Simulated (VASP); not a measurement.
# Ca8CO in VASP: a series of runs, part 2 of 2

VASP 6.6.1.

### 3 Single point, PBE

The input, INCAR:

```
PREC = Accurate
ENCUT = 520
EDIFF = 1E-7
ISMEAR = 0
SIGMA = 0.1
LREAL = False
LASPH = True
NELM = 80
ALGO = Normal
ISIF = 2
LWAVE = False
LCHARG = False
LDIPOL = True
IDIPOL = 3
DIPOL = 0.5 0.5 0.305
GGA = PE
NBANDS = 56
```

The input, KPOINTS:

```
Automatic mesh
0
Gamma
  4 4 1
```

The input, POSCAR:

```
Ca8CO
1.0
    7.8132359319      0.0000000000      0.0000000000
    0.0000000000      7.8132359319      0.0000000000
    0.0000000000      0.0000000000     20.6093934330
Ca C O
8 1 1
Direct
    0.2500000000      0.2500000000      0.1940862555
    0.2500000000      0.7500000000      0.1940862555
    0.7500000000      0.2500000000      0.1940862555
    0.7500000000      0.7500000000      0.1940862555
    0.0000000000      0.0000000000      0.3206981057
    0.0000000000      0.5000000000      0.3206981057
    0.5000000000      0.0000000000      0.3206981057
    0.5000000000      0.5000000000      0.3206981057
    0.1770468721      0.7500000000      0.4953757356
    0.3229531279      0.7500000000      0.4953757356
```

Potentials or basis: VASP PAW PBE potentials, release 64 (Ca_sv, C, O).

Run with:

```
$ cat potpaw_PBE.64/Ca_sv/POTCAR potpaw_PBE.64/C/POTCAR potpaw_PBE.64/O/POTCAR > POTCAR
$ mpirun -np 1 vasp_std > vasp.out
```

OUTCAR:

```text
PREC = Accurate
   ENCUT = 520
   EDIFF = 1E-7
   ISMEAR = 0
   LREAL = False
   LASPH = True
   NELM = 80
   ISIF = 2
   GGA = PE

 ion  position               nearest neighbor table
   1  0.250  0.250  0.194-
   2  0.250  0.750  0.194-
   3  0.750  0.250  0.194-
   4  0.750  0.750  0.194-
   5  0.000  0.000  0.321-
   6  0.000  0.500  0.321-
   7  0.500  0.000  0.321-
   8  0.500  0.500  0.321-
   9  0.177  0.750  0.495-  10 1.14
  10  0.323  0.750  0.495-   9 1.14

  LATTYP: Found a simple tetragonal cell.
 ALAT       =     7.8132359319
 C/A-ratio  =     2.6377538849

  Lattice vectors:

 A1 = (   7.8132359319,   0.0000000000,   0.0000000000)
 A2 = (   0.0000000000,   7.8132359319,   0.0000000000)
 A3 = (   0.0000000000,   0.0000000000,  20.6093934330)

Analysis of symmetry for initial positions (statically):
=====================================================================
 Subroutine PRICEL returns:
 Original cell was already a primitive cell.
[... 190 lines left out ...]
      5     -43.6910      2.00000
      6     -43.6877      2.00000
[... 520 lines left out ...]
     55      -0.3703      0.00000
     56      -0.3104      0.00000

------------------------ aborting loop because EDIFF is reached ----------------------------------------

 vacuum level on the upper side and lower side of the slab       (xc-potential included)        -0.013        -0.182

  FORCE on cell =-STRESS in cart. coord.  units (eV):
  Direction    XX          YY          ZZ          XY          YZ          ZX
  --------------------------------------------------------------------------------------
  -------------------------------------------------------------------------------------
  Total       -0.8539735     -2.0449367      0.0331305      0.0000000      0.0000000      0.0598662
  in kB       -1.0874965     -2.6041342      0.0421902      0.0000000      0.0000000      0.0762369
  external PRESSURE =      -1.2164802 kB  Pullay stress =       0.0000000 kB

 VOLUME and BASIS-vectors are now :
 -----------------------------------------------------------------------------
  energy-cutoff  :      520.00
  volume of cell :     1258.13
      direct lattice vectors                 reciprocal lattice vectors
     7.813235932  0.000000000  0.000000000     0.127987944  0.000000000  0.000000000
     0.000000000  7.813235932  0.000000000     0.000000000  0.127987944  0.000000000
     0.000000000  0.000000000 20.609393433     0.000000000  0.000000000  0.048521564

 POSITION                                       TOTAL-FORCE (eV/Angst)
 -----------------------------------------------------------------------------------
      1.95331      1.95331      4.00000        -0.001869      0.000000     -0.014330
      1.95331      5.85993      4.00000         0.001260      0.000000     -0.019880
      5.85993      1.95331      4.00000        -0.001247      0.000000     -0.012358
      5.85993      5.85993      4.00000        -0.003060      0.000000     -0.019056
      0.00000      0.00000      6.60939        -0.005520     -0.011380      0.036231
      0.00000      3.90662      6.60939        -0.005520      0.011380      0.036231
      3.90662      0.00000      6.60939         0.000740      0.006265      0.001487
      3.90662      3.90662      6.60939         0.000740     -0.006265      0.001487
      1.38331      5.85993     10.20939        -0.983757      0.000000     -0.125397
      2.52331      5.85993     10.20939         0.998232      0.000000      0.115583
 -----------------------------------------------------------------------------------
    total drift:                                0.001321      0.000000      0.000401

  FREE ENERGIE OF THE ION-ELECTRON SYSTEM (eV)
  ---------------------------------------------------
  free  energy   TOTEN  =       -26.8393310423 eV

  energy  without entropy=      -26.7640159565  energy(sigma->0) =      -26.80167350

 vacuum level on the upper side and lower side of the slab         1.504         1.331
```

OSZICAR:

```text
N       E                     dE             d eps       ncg     rms          rms(c)
DAV:   1     0.621388653528E+03    0.62139E+03   -0.41834E+04  1464   0.120E+03
DAV:   2     0.517488196593E+02   -0.56964E+03   -0.55831E+03  1152   0.333E+02
DAV:   3    -0.184421421392E+02   -0.70191E+02   -0.69646E+02  1376   0.662E+01
DAV:   4    -0.292465659250E+02   -0.10804E+02   -0.10753E+02  1800   0.271E+01
[... 17 lines left out ...]
DAV:  22    -0.268393247629E+02   -0.57997E-05   -0.10454E-07   912   0.947E-04    0.377E-04
DAV:  23    -0.268393293688E+02   -0.46059E-05   -0.12076E-07   856   0.105E-03    0.304E-04
DAV:  24    -0.268393305145E+02   -0.11458E-05   -0.41261E-08   864   0.720E-04    0.154E-04
DAV:  25    -0.268393309843E+02   -0.46975E-06   -0.12354E-08   808   0.449E-04    0.139E-04
DAV:  26    -0.268393310423E+02   -0.57960E-07    0.14573E-08   776   0.345E-04
   1 F= -.26839331E+02 E0= -.26801673E+02  d E =-.753151E-01
```

Run time: 32 min. Hardware: 1 thread of Intel Xeon Platinum 8488C (Sapphire Rapids), shared host; peak memory 1.3 GiB.

Results:

| Quantity | Value |
| --- | --- |
| Free energy | -26.8393 eV |
| Largest force | 1.005 eV/Å |
| Band gap on the k mesh | zero (bands 45 and 46 overlap by 0.10 eV) |

Forces on the atoms (eV/Å):
```
Ca  -0.002  0.000 -0.014
Ca   0.001  0.000 -0.020
Ca  -0.001  0.000 -0.012
Ca  -0.003  0.000 -0.019
Ca  -0.006 -0.011  0.036
Ca  -0.006  0.011  0.036
Ca   0.001  0.006  0.001
Ca   0.001 -0.006  0.001
C   -0.984  0.000 -0.125
O    0.998  0.000  0.116
```

Levels at points of the mesh, in eV from the Fermi level:
```tsv
k point	band 43	band 44	band 45	band 46	band 47	band 48
(0.00, 0.00, 0.00)	-1.14	-0.11	-0.11	0.29	0.34	0.35
(0.50, 0.00, 0.00)	-0.65	-0.65	-0.64	0.36	0.40	0.43
(0.00, 0.50, 0.00)	-0.65	-0.65	-0.64	0.39	0.40	0.43
(0.50, 0.50, 0.00)	-0.53	-0.52	-0.48	0.51	0.53	0.61
```

### 4 Single point, PBE

The input, INCAR:

```
ALGO = Normal ; DIPOL = 0.5 0.5 0.281
EDIFF = 1E-6 ; ENCUT = 520
GGA = PE ; IDIPOL = 3
ISIF = 2 ; ISMEAR = 0
LASPH = True ; LCHARG = False
LDIPOL = True ; LREAL = False
LWAVE = False ; NBANDS = 56
NELM = 100 ; PREC = Accurate
SIGMA = 0.1
```

The input, KPOINTS:

```
k-points
0
Gamma
  4 4 1
```

POSCAR: that of step 3 with these lines changed.

```diff
@@ -16,3 +16,3 @@
     0.5000000000      0.5000000000      0.3206981057
-    0.1770468721      0.7500000000      0.4953757356
-    0.3229531279      0.7500000000      0.4953757356
+    0.1770468721      0.7500000000      0.3750422572
+    0.3229531279      0.7500000000      0.3750422572
```

Run with:

```
$ cat potpaw_PBE.64/Ca_sv/POTCAR potpaw_PBE.64/C/POTCAR potpaw_PBE.64/O/POTCAR > POTCAR
$ mpirun -np 1 vasp_std > vasp.out
```

Wall time 39 min (1 thread of Oxide Virtual Turin-like, shared host); peak memory 1.3 GiB.

It converged, with:

- Free energy: -26.9259 eV
- Largest force: 9.143 eV/Å
- Band gap on the k mesh: zero (bands 45 and 46 overlap by 0.01 eV)

Forces in eV/Å, atoms in the order of the input:
```
Ca   0.022  0.000 -0.028
Ca  -0.046  0.000 -0.109
Ca  -0.019  0.000 -0.038
Ca  -0.003  0.000 -0.044
Ca  -0.282 -0.107  0.093
Ca  -0.282  0.107  0.093
Ca  -0.152 -0.069  0.072
Ca  -0.152  0.069  0.072
C   -8.200  0.000 -0.844
O    9.113  0.000  0.732
```

Levels at points of the mesh, in eV from the Fermi level:
| k point | band 43 | band 44 | band 45 | band 46 | band 47 | band 48 |
| --- | --- | --- | --- | --- | --- | --- |
| (0.00, 0.00, 0.00) | -0.98 | -0.22 | -0.05 | 0.12 | 0.17 | 0.39 |
| (0.50, 0.00, 0.00) | -0.63 | -0.60 | -0.36 | 0.06 | 0.11 | 0.41 |
| (0.00, 0.50, 0.00) | -0.64 | -0.58 | -0.39 | 0.13 | 0.22 | 0.42 |
| (0.50, 0.50, 0.00) | -0.48 | -0.37 | -0.01 | 0.22 | 0.30 | 0.60 |

### 5 Single point, PBE

The input, INCAR:

```
  PREC = Accurate
  ENCUT = 520
  EDIFF = 1E-6
  ISMEAR = 0
  SIGMA = 0.1
  LREAL = False
  LASPH = True
  NELM = 60
  ALGO = Normal
  ISIF = 2
  LWAVE = False
  LCHARG = True
  LDIPOL = True
  IDIPOL = 3
  DIPOL = 0.5 0.5 0.287
  GGA = PE
  LELF = True
  LVHAR = True
  LVACPOTAV = True
  NBANDS = 56
```

The input, KPOINTS:

```
Automatic mesh
0
Gamma
  4 4 1
```

POSCAR: that of step 4 with these lines changed.

```diff
@@ -16,3 +16,3 @@
     0.5000000000      0.5000000000      0.3206981057
-    0.1770468721      0.7500000000      0.3750422572
-    0.3229531279      0.7500000000      0.3750422572
+    0.1770468721      0.7500000000      0.4060960581
+    0.3229531279      0.7500000000      0.4060960581
```

Run with:

```
$ cat potpaw_PBE.64/Ca_sv/POTCAR potpaw_PBE.64/C/POTCAR potpaw_PBE.64/O/POTCAR > POTCAR
$ mpirun -np 1 vasp_std > vasp.out
```

It took 39 min on 1 thread of Oxide Virtual Turin-like, shared host; peak memory 1.3 GiB.

Results (log left out):

```
Free energy            : -26.8573 eV
Largest force          : 5.791 eV/Å
Band gap on the k mesh : zero (bands 45 and 46 overlap by 0.10 eV)
```

Forces on the atoms (eV/Å):
```
Ca   0.007  0.000 -0.001
Ca  -0.025  0.000 -0.139
Ca  -0.006  0.000 -0.012
Ca  -0.006  0.000 -0.030
Ca  -0.096 -0.127  0.115
Ca  -0.096  0.127  0.115
Ca  -0.072 -0.006  0.024
Ca  -0.072  0.006  0.024
C   -5.390  0.000 -0.741
O    5.755  0.000  0.645
```

Levels at points of the mesh, in eV from the Fermi level:
| k point | band 42 | band 43 | band 44 | band 45 | band 46 | band 47 | band 48 | band 49 |
| --- | --- | --- | --- | --- | --- | --- | --- | --- |
| (0.00, 0.00, 0.00) | -1.12 | -1.09 | -0.19 | -0.10 | 0.20 | 0.20 | 0.35 | 0.40 |
| (0.50, 0.00, 0.00) | -0.74 | -0.64 | -0.63 | -0.55 | 0.19 | 0.20 | 0.39 | 0.47 |
| (0.00, 0.50, 0.00) | -0.71 | -0.64 | -0.64 | -0.56 | 0.20 | 0.26 | 0.39 | 0.42 |
| (0.50, 0.50, 0.00) | -0.56 | -0.50 | -0.44 | -0.10 | 0.26 | 0.38 | 0.60 | 0.60 |

### 6 Summary

```tsv
cell	gap on the mesh (eV)	largest force (eV/Å)
as given, atomic positions A	none	2.59
as given, atomic positions B	none	1.00
as given, atomic positions C	none	9.14
as given, atomic positions D	none	5.79
```

Alike in all rows: task single point; level PBE; potentials or basis VASP PAW PBE potentials, release 64 (Ca_sv, C, O); no spin polarisation; k mesh 4 × 4 × 1; cutoff (eV) 520; smearing gaussian 0.1 eV.

Total energies depend on the potentials used, so only differences within one code and one set of settings carry meaning.
